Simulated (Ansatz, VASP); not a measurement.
**Two plane-wave programs on ScAl3N4**

```
CELL_PARAMETERS angstrom
6.48315 0.00000 0.00000
0.00000 5.60991 0.00000
0.00000 0.00000 5.06468
ATOMIC_POSITIONS crystal
Sc 0.00000 0.83657 0.99082
Sc 0.50000 0.16343 0.49082
Al 0.00000 0.17878 0.50489
Al 0.50000 0.82122 0.00489
Al 0.25029 0.33778 0.00451
Al 0.75029 0.66222 0.50451
Al 0.24971 0.66222 0.50451
Al 0.74971 0.33778 0.00451
N 0.00000 0.19564 0.88131
N 0.00000 0.84138 0.41865
N 0.23413 0.34399 0.38015
N 0.76587 0.34399 0.38015
N 0.50000 0.80436 0.38131
N 0.50000 0.15862 0.91865
N 0.73413 0.65601 0.88015
N 0.26587 0.65601 0.88015
```

Alike in both runs: functional PBE; k mesh 4 × 4 × 6; occupations gaussian, width 0.02 eV; no spin polarisation.

Ansatz relaxed the structure, and its values are those at the end. VASP's run is a single point on that final structure, the one shown.

|  | VASP | Ansatz |
| --- | --- | --- |
| version | VASP 6.6.1 | Ansatz 0.2.0 |
| potentials or method | VASP PAW PBE potentials, release 64 (Sc_sv, Al, N), cutoff 520 eV | scalar-relativistic, plane waves, PAW |
| valence electrons in the cell | 80 | 80 |

|  | VASP | Ansatz | Ansatz less VASP |
| --- | --- | --- | --- |
| gap on the k mesh at the Fermi level (eV) | 3.68 | 3.68 | 0.000 |
| least direct gap on the mesh (eV) | 3.68 | 3.68 | -0.001 |
| pressure (GPa) | 0.1 | 0.0 | -0.05 |
| rms of the force components (eV/Å) | 0.024 | 0.001 | -0.0224 |
